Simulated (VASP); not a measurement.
MgSe:

```
Mg Se
1.0
     0.00000    2.73627    2.73627
     2.73627    0.00000    2.73627
     2.73627    2.73627    0.00000
Mg Se
1 1
Direct
  0.00000 0.00000 0.00000
  0.50000 0.50000 0.50000
```

Base run:

* Program: VASP 6.6.1
* Functional: r2SCAN
* Potentials or basis: VASP PAW PBE potentials, release 64 (Mg, Se)
* Cutoff: 660 eV
* k mesh: 8 × 8 × 8
* Occupations: gaussian, width 0.01 eV
* Spin: no spin polarisation

Its results: band gap on the k mesh 2.44 eV, indirect (least direct gap 3.41 eV); pressure -0.3 GPa.

The run is repeated on the same cell with these changes: functional from r2SCAN to PBE; cutoff from 660 eV to 600 eV. What comes out?

Band gap on the k mesh 1.78 eV, indirect (least direct gap 2.52 eV); pressure 1.1 GPa.

r2SCAN gives the wider gap, since meta-GGAs in the generalised Kohn-Sham scheme recover part of the derivative discontinuity.

Caveats: the PAW data sets were made with another functional, which shifts forces and pressure a little (some runs).

A k mesh can miss the band edges.
